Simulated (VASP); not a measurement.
Set up this calculation in VASP 6.6.1, as the native input.

* Task: single point
* Functional: PBE
* Potentials or basis: VASP PAW PBE potentials, release 64 (Sr_sv, O)
* Cutoff: 600 eV
* k mesh: 6 × 6 × 6
* Occupations: fermi-dirac, width 0.02 eV
* Spin: no spin polarisation
* Dipole correction: no
* Further INCAR settings: ALGO = Normal; EDIFF = 1e-06; NBANDS = 15

The structure of SrO lies in POSCAR:

```
SrO
1.0
    0.0000000000      2.5663000000      2.5663000000
    2.5663000000      0.0000000000      2.5663000000
    2.5663000000      2.5663000000      0.0000000000
Sr O
1 1
Direct
    0.5000000000      0.5000000000      0.5000000000
    0.0000000000      0.0000000000      0.0000000000
```

These files were run (other wordings do the same):

INCAR

```
SYSTEM = SrO
PREC = Accurate ; ENCUT = 600
EDIFF = 1E-6 ; ISMEAR = -1
SIGMA = 0.02 ; LREAL = .False.
LASPH = .True. ; NELM = 120
ALGO = Normal ; ISIF = 2
LWAVE = .False. ; LCHARG = .True.
GGA = PE ; LELF = .True.
LVHAR = .True. ; NBANDS = 15
GGA_COMPAT = .False.
```

KPOINTS

```
regular mesh
0
Gamma
  6 6 6
  0 0 0
```

Potentials or basis: VASP PAW PBE potentials, release 64 (Sr_sv, O).

Command:

```sh
$ cat potpaw_PBE.64/Sr_sv/POTCAR potpaw_PBE.64/O/POTCAR > POTCAR
$ mpirun -np 1 vasp_std > vasp.out
```

Results of the run:

```yaml
Pressure: 3.8 GPa
Band_gap_on_the_k_mesh: 3.26 eV, indirect (least direct gap 3.35 eV)
```

Run time: 23 s on 1 thread of Intel Xeon 8259CL, with other jobs on the host, peak memory 0.17 GiB.
